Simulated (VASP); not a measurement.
CO2:

```
C O
1.0
    -1.97473    1.97473    3.01406
     1.97473   -1.97473    3.01406
     1.97473    1.97473   -3.01406
C O
2 4
Cartesian
  0.0000 1.9747 1.5070
  0.0000 0.0000 0.0000
  -0.9874 1.3223 2.2605
  2.9621 0.6525 -0.7535
  0.6525 0.9874 0.7535
  1.3223 0.9874 3.7676
```

- Program: VASP 6.6.1
- Task: relaxation of cell and atoms
- Functional: r2SCAN
- Potentials or basis: VASP PAW PBE potentials, release 64 (C, O)
- Cutoff: 600 eV
- k mesh: 8 × 8 × 8
- Occupations: gaussian, width 0.02 eV
- Spin: no spin polarisation

At the start: pressure -6.4 GPa; volume 7.84 Å³/atom.

Problem. Where does the relaxation end?

Solution. Over 14 steps the energy falls by 4.7 meV/atom and the volume is 7.58 Å³/atom (-3.2 %); space group I-42d (No. 122, to 0.1 Å) before and after.

Step by step:
| step | energy change (eV) | largest force (eV/Å) | pressure (GPa) | volume (Å³) |
| --- | --- | --- | --- | --- |
| 1 | 0.0000 | 0.1541 | -6.42 | 47.01 |
| 2 | 0.0121 | 0.6825 | 7.96 | 44.91 |
| 3 | -0.0208 | 0.2034 | -0.38 | 46.06 |
| 4 | -0.0271 | 0.0791 | -0.21 | 45.76 |
| 5 | -0.0281 | 0.0076 | -0.11 | 45.58 |
| 6 | -0.0281 | 0.0055 | -0.12 | 45.57 |
| 7 | -0.0281 | 0.0115 | 0.10 | 45.53 |
| 8 | -0.0282 | 0.0179 | 0.26 | 45.49 |
| 9 | -0.0282 | 0.0126 | 0.15 | 45.49 |
| 10 | -0.0282 | 0.0159 | -0.14 | 45.50 |
| 11 | -0.0283 | 0.0086 | -0.05 | 45.50 |
| 12 | -0.0283 | 0.0078 | -0.04 | 45.50 |
| 13 | -0.0283 | 0.0016 | 0.06 | 45.49 |
| 14 | -0.0283 | 0.0041 | -0.04 | 45.50 |

Final structure:
```
C O
1.0
    -1.95690    1.95690    2.97016
     1.95690   -1.95690    2.97016
     1.95690    1.95690   -2.97016
C O
2 4
Direct
  0.75000 0.25000 0.50000
  0.00000 0.00000 0.00000
  0.70679 0.12500 0.08179
  0.04321 0.62500 0.91821
  0.37500 0.29321 0.41821
  0.87500 0.95679 0.58179
```

Caveat: the PAW data sets were made with another functional, which shifts forces and pressure a little.
